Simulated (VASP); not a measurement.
Write the native input for VASP 6.6.1 that does the following.

```
Task                   : relaxation of cell and atoms
Functional             : LDA
Potentials or basis    : VASP PAW LDA potentials, release 64 (In_d)
Cutoff                 : 600 eV
k mesh                 : 14 × 14 × 13
Occupations            : fermi-dirac, width 0.1 eV
Spin                   : no spin polarisation
Target pressure        : 0.33 GPa
Dipole correction      : no
Further INCAR settings : ALGO = Normal; EDIFF = 1e-07; IBRION = 2; EDIFFG = -0.005; NSW = 32; ISIF = 3
```

The structure of In lies in POSCAR:

```
In
1.0
    3.1291704068      0.0000000000      0.0000000000
   -1.5645852034      2.7099410651      0.0000000000
    0.0000000000      0.0000000000      2.9562296059
In
1
Direct
    0.0000000000      0.0000000000      0.0000000000
```

This isn't the form of In at room conditions, which is tetragonal.

One way to write it, as run:

INCAR

```
PREC = Accurate ; ENCUT = 600
EDIFF = 1E-7 ; ISMEAR = -1
SIGMA = 0.1 ; LREAL = F
LASPH = T ; NELM = 60
ALGO = Normal ; ISIF = 3
LWAVE = F ; LCHARG = F
GGA = CA ; IBRION = 2
NSW = 32 ; EDIFFG = -0.005
PSTRESS = 3.3000000000000003
```

KPOINTS

```
Automatic mesh
0
Gamma
  14 14 13
```

Potentials or basis: VASP PAW LDA potentials, release 64 (In_d).

Launch:

```bash
$ cat potpaw_LDA.64/In_d/POTCAR > POTCAR
$ mpirun -np 1 vasp_std > vasp.out
```

It gave:

```yaml
Relaxed_volume: 25.11 Å³/atom
Relaxed_cell: a = 3.131 Å, b = 3.131 Å, c = 2.958 Å, α = 90.00°, β = 90.00°, γ = 120.00°
Space_group_after_relaxing_to_0.1_Å: P6/mmm (No. 191)
Energy_change_on_relaxing_the_run_minimises_the_enthalpy: -0.1 meV/atom
Ionic_steps: 2
Pressure_after_relaxing: 0.3 GPa
Band_gap_on_the_k_mesh: zero (an odd number of electrons rules out a gap without spin polarisation)
```

Caveat: the cell is relaxed towards a set pressure, so the run minimises the enthalpy, not the energy; spin-orbit coupling is left out, which moves the levels of the heavy elements.

Run time: 23 s on 1 thread of Intel(R) Xeon(R) 6975P-C (Granite Rapids), on a shared host, peak memory 0.18 GiB.
